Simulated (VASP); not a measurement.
Wanted: the native input for a VASP 6.6.1 run.

```
Task                   : single point
Functional             : LDA
Potentials or basis    : VASP PAW LDA potentials, release 64 (Ti_sv, Nb_sv)
Cutoff                 : 520 eV
k mesh                 : 6 × 6 × 6
Occupations            : methfessel-paxton, width 0.1 eV
Spin                   : no spin polarisation
Dipole correction      : no
Further INCAR settings : ALGO = Normal; EDIFF = 1e-07; NBANDS = 32
```

The structure of Ti3Nb lies in POSCAR:

```
Ti3Nb
1.0
    4.0306750294      0.0000000000      0.0000000000
    0.0000000000      4.0306750294      0.0000000000
    0.0000000000      0.0000000000      4.0306750294
Ti Nb
3 1
Direct
    0.0000000000      0.0000000000      0.0000000000
    0.0000000000      0.5000000000      0.5000000000
    0.5000000000      0.0000000000      0.5000000000
    0.5000000000      0.5000000000      0.0000000000
```

One way to write it, as run:

INCAR

```
SYSTEM = Ti3Nb
PREC     = Accurate       ! precision mode
ENCUT    = 520            ! plane-wave cutoff, eV
EDIFF    = 1E-7           ! SCF threshold, eV
ISMEAR   = 1              ! smearing method
SIGMA    = 0.1            ! smearing width, eV
LREAL    = .FALSE.        ! projectors in reciprocal space
LASPH    = .TRUE.         ! aspherical terms in the spheres
NELM     = 60             ! most SCF steps
ALGO     = Normal         ! electronic algorithm
ISIF     = 2              ! what is computed and relaxed
LWAVE    = .FALSE.        ! write WAVECAR
LCHARG   = .TRUE.         ! write CHGCAR
LELF     = .TRUE.         ! ELF
LVHAR    = .TRUE.       
NBANDS   = 32             ! bands
```

KPOINTS

```
Automatic mesh
0
G
  6 6 6
  0 0 0
```

Potentials or basis: VASP PAW LDA potentials, release 64 (Ti_sv, Nb_sv).

Run with:

```console
$ cat potpaw_LDA.64/Ti_sv/POTCAR potpaw_LDA.64/Nb_sv/POTCAR > POTCAR
$ mpirun -np 1 vasp_std > vasp.out
```

Results of the run:

The pressure is -0.1 GPa.

Run time: 19 s on 1 thread of Intel(R) Xeon(R) 6975P-C (Granite Rapids), on a shared host, peak memory 0.16 GiB.
